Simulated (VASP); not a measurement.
# BeTe (Cmmm) in VASP: a series of runs

Aim: see how the results for BeTe move with the level of theory and the settings. Levels: PBE, PBE-based screened hybrid. Tasks: single point.

All numbers are computed with VASP 6.6.1; they aren't measurements. Logs are shortened: lines on timing, memory, paths and dates and some standing lists are left out, and cuts for length are marked.

## 1. The cell of the first run

The structure is orthorhombic, space group Cmmm (No. 65). The conventional cell has a = 3.574 Å, b = 9.595 Å, c = 3.569 Å, α = 90.00°, β = 90.00°, γ = 90.00°. Within 3.3 Å of Be (site symmetry mmm) lie 4 Te at 2.53 Å. Te (site symmetry mmm) has 4 Be at 2.53 Å within 3.3 Å.

## 2. Single point, PBE

File INCAR:

```
SYSTEM = BeTe
  ALGO = Normal
  EDIFF = 1E-7
  ENCUT = 520
  GGA = PE
  ISIF = 2
  ISMEAR = -1
  LASPH = .TRUE.
  LCHARG = .TRUE.
  LELF = .TRUE.
  LREAL = .FALSE.
  LVHAR = .TRUE.
  LWAVE = .FALSE.
  NBANDS = 11
  NELM = 60
  PREC = Accurate
  SIGMA = 0.05
```

File KPOINTS:

```
k-points
0
G
  8 8 8
  0 0 0
```

File POSCAR:

```
BeTe
1.0
    1.7870000000     -4.7974500000      0.0000000000
    1.7870000000      4.7974500000      0.0000000000
    0.0000000000      0.0000000000      3.5691500000
Be Te
1 1
Direct
    0.5000000000      0.5000000000      0.5000000000
    0.0000000000      0.0000000000      0.0000000000
```

Potentials or basis: VASP PAW PBE potentials, release 64 (Be, Te).

The run is started by

```sh
$ cat potpaw_PBE.64/Be/POTCAR potpaw_PBE.64/Te/POTCAR > POTCAR
$ mpirun -np 1 vasp_std > vasp.out
```

OUTCAR:

```text
SYSTEM = BeTe
   EDIFF = 1E-7
   ENCUT = 520
   GGA = PE
   ISIF = 2
   ISMEAR = -1
   LASPH = .TRUE.
   LREAL = .FALSE.
   NELM = 60
   PREC = Accurate

 ion  position               nearest neighbor table
   1  0.500  0.500  0.500-   2 2.53   2 2.53   2 2.53   2 2.53
   2  0.000  0.000  0.000-   1 2.53   1 2.53   1 2.53   1 2.53

  LATTYP: Found a base centered orthorhombic cell.
 ALAT       =     3.5740000000
 B/A-ratio  =     2.6846390599
 C/A-ratio  =     0.9986429771

  Lattice vectors:

 A1 = (   1.7870000000,  -4.7974500000,   0.0000000000)
 A2 = (   1.7870000000,   4.7974500000,   0.0000000000)
 A3 = (   0.0000000000,   0.0000000000,   3.5691500000)

Analysis of symmetry for initial positions (statically):
=====================================================================
 Subroutine PRICEL returns:
 Original cell was already a primitive cell.

 Routine SETGRP: Setting up the symmetry group for a
 base centered orthorhombic supercell.

 Subroutine GETGRP returns: Found  8 space group operations
 (whereof  8 operations were pure point group operations)
 out of a pool of  8 trial point group operations.

The static configuration has the point symmetry D_2h.

Analysis of symmetry for dynamics (positions and initial velocities):
=====================================================================
 Subroutine PRICEL returns:
 Original cell was already a primitive cell.

 Routine SETGRP: Setting up the symmetry group for a
 base centered orthorhombic supercell.

 Subroutine GETGRP returns: Found  8 space group operations
 (whereof  8 operations were pure point group operations)
 out of a pool of  8 trial point group operations.

The dynamic configuration has the point symmetry D_2h.

 Subroutine INISYM returns: Found  8 space group operations
 (whereof  8 operations are pure point group operations),
 and found     1 'primitive' translations

----------------------------------------------------------------------------------------

                                     Primitive cell

  volume of cell :      61.1970

  direct lattice vectors                    reciprocal lattice vectors
     1.787000000 -4.797450000  0.000000000     0.279798545 -0.104222035  0.000000000
     1.787000000  4.797450000  0.000000000     0.279798545  0.104222035  0.000000000
     0.000000000  0.000000000  3.569150000     0.000000000  0.000000000  0.280178754

  length of vectors
     5.119462423  5.119462423  3.569150000     0.298579065  0.298579065  0.280178754

[... 83 lines left out ...]
   NSW    =      0    number of steps for IOM
   IBRION =     -1    ionic relax: 0-MD 1-quasi-New 2-CG
   NFREE  =      0    steps in history (QN), initial steepest desc. (CG)
   ISIF   =      2    stress and relaxation
   ISYM   =      2    0-nonsym 1-usesym 2-fastsym
   POTIM  = 0.5000    time-step for ionic-motion
   TEBEG  =    0.0;   TEEND  =   0.0 temperature during run
   PSTRESS=    0.0 pullay stress
   NELECT =       8.0000    total number of electrons
   NUPDOWN=      -1.0000    fix difference up-down
   EMIN   =  10.00;   EMAX   =-10.00  energy-range for DOS
   EFERMI =   0.00;   METHOD = LEGACY
   ISMEAR =    -1;   SIGMA  =   0.05  broadening in eV -4-tet -1-fermi 0-gaus
   EFERMI_NEDOS =   21; number of points for ismear=-14 and -15
   IALGO  =     38    algorithm
   IMIX   =      4    mixing-type and parameters
     AMIX     =   0.40;   BMIX     =  1.00
     AMIX_MAG =   1.60;   BMIX_MAG =  1.00
  volume/ion in A,a.u.               =      30.60       206.49
  Fermi-wavevector in a.u.,A,eV,Ry     =   0.830861  1.570099  9.392503  0.690330
  Thomas-Fermi vector in A             =   1.943650
   LORBIT       =      0    0 simple, 1 ext, 2 COOP (PROOUT), +10 PAW based schemes
   GGA     = PE    functional components
   LHFCALC =     F    Hartree Fock is set to
   AEXX    =    0.0000 exact exchange contribution
   IVDW    =     0    specifies the selected vdW correction
   LEPSILON=     F    determine dielectric tensor
   LRPA    =     F    only Hartree local field effects (RPA)
 non-spin polarized calculation
  energy-cutoff  :      520.00
  volume of cell :       61.20
 maximum number of plane-waves:      1671
 NGX is ok and might be reduce to    40
   NGX = 19   NGY = 19   NGZ = 13

 number of electron       8.0000000 magnetization

 Free energy of the ion-electron system (eV)
  ---------------------------------------------------
  ext. energy  EPLUGINS =         0.00000000
  ---------------------------------------------------
  free energy    TOTEN  =        -6.12347926 eV

  energy without entropy =       -6.11813685  energy(sigma->0) =       -6.12080806

 E-fermi :   2.5548     XC(G=0):  -7.5626

 val. band max:        2.4916381115   @ k =   0.2500   0.1250   0.5000
 cond. band min:       2.5736017173   @ k =   0.3750   0.2500   0.3750
 fundamental gap:      0.0819636057
 Fermi energy:         2.5548247203

 k-point     1 :       0.0000    0.0000    0.0000
  band No.  band energies     occupation
      1      -9.5273      2.00000
      2       0.1730      2.00000
      3       1.2994      2.00000
      4       1.3246      2.00000
      5       4.7058      0.00000
      6       6.2026      0.00000
      7       7.7230      0.00000
      8       8.4225      0.00000
      9      11.8007      0.00000
     10      11.8154      0.00000
     11      12.4848      0.00000
[... 309 lines left out ...]
 k-point    24 :       0.2500    0.0000    0.1250
  band No.  band energies     occupation
      1      -8.9042      2.00000
      2      -1.3070      2.00000
      3       0.7464      2.00000
      4       0.8986      2.00000
      5       6.0514      0.00000
      6       6.8200      0.00000
      7       7.1196      0.00000
      8       8.0227      0.00000
      9      11.1324      0.00000
     10      11.2246      0.00000
     11      11.9593      0.00000

 [... further k-points ...]
[... 5 lines left out ...]
  --------------------------------------------------------------------------------------
  -------------------------------------------------------------------------------------
  Total        0.0336589     -0.0014004      0.0611735      0.0000000      0.0000000      0.0000000
  in kB        0.8812113     -0.0366637      1.6015627      0.0000000      0.0000000      0.0000000
  external PRESSURE =       0.8153701 kB  Pullay stress =       0.0000000 kB

 VOLUME and BASIS-vectors are now :
 -----------------------------------------------------------------------------
  energy-cutoff  :      520.00
  volume of cell :       61.20
      direct lattice vectors                 reciprocal lattice vectors
     1.787000000 -4.797450000  0.000000000     0.279798545 -0.104222035  0.000000000
     1.787000000  4.797450000  0.000000000     0.279798545  0.104222035  0.000000000
     0.000000000  0.000000000  3.569150000     0.000000000  0.000000000  0.280178754

 POSITION                                       TOTAL-FORCE (eV/Angst)
 -----------------------------------------------------------------------------------
      1.78700      0.00000      1.78458         0.000000      0.000000      0.000000
      0.00000      0.00000      0.00000         0.000000      0.000000      0.000000
 -----------------------------------------------------------------------------------
    total drift:                                0.000000     -0.000000      0.000000

  FREE ENERGIE OF THE ION-ELECTRON SYSTEM (eV)
  ---------------------------------------------------
  free  energy   TOTEN  =        -6.1234792620 eV

  energy  without entropy=       -6.1181368527  energy(sigma->0) =       -6.12080806
```

stdout:

```text
POSCAR found type information on POSCAR BeTe
 POSCAR found :  2 types and       2 ions
 scaLAPACK will be used
 LDA part: xc-table for (Slater+PW92), standard interpolation
 POSCAR, INCAR and KPOINTS ok, starting setup
 FFT: planning ... GRIDC
 FFT: planning ... GRID_SOFT
 FFT: planning ... GRID
 WAVECAR not read
 entering main loop
```

It took 31 s on 1 thread of Intel Xeon 6975P-C (Granite Rapids), shared host; peak memory 0.24 GiB.

Results:

| Quantity | Value |
| --- | --- |
| Free energy | -6.1235 eV |
| Pressure | 0.1 GPa |
| Band gap on the k mesh | zero (band 4 reaches 3.54 eV, above the bottom of band 5 at 2.07 eV) |

Caveat: spin-orbit coupling is left out, which moves the levels of the heavy elements.

## 3. Single point, PBE

File INCAR:

```
SYSTEM = BeTe
  PREC = Accurate
  ENCUT = 520
  EDIFF = 1E-7
  ISMEAR = -1
  SIGMA = 0.03
  LREAL = .FALSE.
  LASPH = .TRUE.
  NELM = 100
  ALGO = Normal
  ISIF = 2
  LWAVE = .FALSE.
  LCHARG = .TRUE.
  GGA = PE
  LELF = .TRUE.
  LVHAR = .TRUE.
  NBANDS = 11
```

File KPOINTS:

```
Automatic mesh
0
G
  5 5 5
  0 0 0
```

POSCAR is that of step 2.

Potentials or basis: VASP PAW PBE potentials, release 64 (Be, Te).

The run is started by

```sh
$ cat potpaw_PBE.64/Be/POTCAR potpaw_PBE.64/Te/POTCAR > POTCAR
$ mpirun -np 1 vasp_std > vasp.out
```

It took 39 s on 1 thread of Intel Xeon 8259CL, shared host; peak memory 0.17 GiB.

Results (log left out):

| Item | Value |
| --- | --- |
| Free energy | -6.1622 eV |
| Pressure | -0.4 GPa |
| Band gap on the k mesh | zero (band 4 reaches 3.05 eV, above the bottom of band 5 at 2.25 eV) |

Stress tensor (GPa, compression positive):
```
-0.70  0.00  0.00
 0.00  0.03  0.00
 0.00  0.00 -0.64
```

Levels at points of the mesh, in eV from the Fermi level:
| k point | band 2 | band 3 | band 4 | band 5 | band 6 | band 7 |
| --- | --- | --- | --- | --- | --- | --- |
| (0.00, 0.00, 0.00) | -2.52 | -1.39 | -1.37 | 2.05 | 3.55 | 5.03 |

Caveat: the k points lie up to 0.38 Å⁻¹ apart; spin-orbit coupling is left out, which moves the levels of the heavy elements.

## 4. Single point, PBE-based screened hybrid

This run uses another cell than the first one, of 28.11 Å³/atom, 0.919 times its volume.

File POSCAR:

```
BeTe
1.0
    1.7885747040     -4.4527033483      0.0000000000
    1.7885747040      4.4527033483      0.0000000000
    0.0000000000      0.0000000000      3.5290265917
Be Te
1 1
Direct
    0.5000000000      0.5000000000      0.5000000000
    0.0000000000      0.0000000000      0.0000000000
```

File INCAR.step1:

```
SYSTEM = BeTe
  PREC = Accurate
  ENCUT = 520
  EDIFF = 1E-5
  ISMEAR = -1
  SIGMA = 0.05
  LREAL = .False.
  LASPH = .True.
  NELM = 100
  ALGO = Normal
  ISIF = 2
  LWAVE = .True.
  LCHARG = .False.
  GGA = PE
  NBANDS = 11
```

File INCAR.step2:

```
SYSTEM = BeTe
  PREC = Accurate
  ENCUT = 520
  EDIFF = 1E-7
  ISMEAR = -1
  SIGMA = 0.05
  LREAL = .False.
  LASPH = .True.
  NELM = 100
  ALGO = Normal
  ISIF = 2
  LWAVE = .False.
  LCHARG = .False.
  GGA = PE
  LHFCALC = .True.
  AEXX = 0.25
  HFSCREEN = 0.3
  PRECFOCK = Normal
  ISTART = 1
  NBANDS = 11
```

File KPOINTS:

```
Automatic mesh
0
Gamma
  4 4 4
  0 0 0
```

The run is started by

```sh
$ cat potpaw_PBE.64/Be/POTCAR potpaw_PBE.64/Te/POTCAR > POTCAR
$ cp INCAR.step1 INCAR
$ mpirun -np 1 vasp_std > vasp.out
$ cp INCAR.step2 INCAR
$ mpirun -np 1 vasp_std > vasp.out
```

It took 17 min on 1 thread of AMD EPYC 7R13, shared host; peak memory 0.27 GiB.

The run converged. Its results:

* Free energy: -6.8037 eV
* Pressure: -0.1 GPa
* Band gap on the k mesh: zero (band 4 reaches 4.16 eV, above the bottom of band 5 at 2.71 eV)

Stress tensor (GPa, compression positive):
```
-0.12  0.00  0.00
 0.00 -0.02  0.00
 0.00  0.00 -0.21
```

Levels at points of the mesh, in eV from the Fermi level:
```tsv
k point	band 1	band 2	band 3	band 4	band 5	band 6	band 7	band 8
(0.00, 0.00, 0.00)	-14.23	-3.32	-2.39	-2.20	1.71	3.31	4.75	5.78
(0.50, 0.00, 0.00)	-12.87	-7.57	-2.38	0.29	0.93	2.95	4.18	6.33
(0.50, 0.50, 0.00)	-14.06	-4.95	-2.49	-2.10	2.11	4.79	5.72	8.93
(0.00, 0.00, 0.50)	-12.84	-7.65	-1.55	0.16	2.20	2.79	4.06	5.46
(0.50, 0.00, 0.50)	-11.26	-6.32	-6.24	-1.82	-1.11	2.95	5.11	5.29
(0.50, 0.50, 0.50)	-12.70	-7.43	-2.95	0.04	0.27	2.68	3.87	6.30
```

Caveat: the k points lie up to 0.47 Å⁻¹ apart; the PAW data sets were made with another functional, which shifts forces and pressure a little; spin-orbit coupling is left out, which moves the levels of the heavy elements.

## 5. The runs side by side

```csv
level,cell,k mesh,smearing,grid for exact exchange (PRECFOCK),share of exact exchange,screening parameter,gap on the mesh (eV),pressure (GPa)
PBE,"a = 5.119, b = 5.119, c = 3.569 Å, angles 90.0, 90.0, 139.1°, 2 atoms",8 × 8 × 8,fermi-dirac 0.05 eV,-,-,-,none,0.1
PBE,"a = 5.119, b = 5.119, c = 3.569 Å, angles 90.0, 90.0, 139.1°, 2 atoms",5 × 5 × 5,fermi-dirac 0.03 eV,-,-,-,none,-0.4
PBE-based screened hybrid,"a = 4.798, b = 4.798, c = 3.529 Å, angles 90.0, 90.0, 136.2°, 2 atoms",4 × 4 × 4,fermi-dirac 0.05 eV,Normal,0.25,0.3 1/Å,none,-0.1
```

Alike in all rows: task single point; potentials or basis VASP PAW PBE potentials, release 64 (Be, Te); no spin polarisation; cutoff (eV) 520.

Caveats: some runs use coarse meshes; spin-orbit coupling is left out, which moves the levels of the heavy elements; the PAW data sets were made with another functional, which shifts forces and pressure a little (some runs).

Total energies depend on the potentials used, so only differences within one code and one set of settings carry meaning.
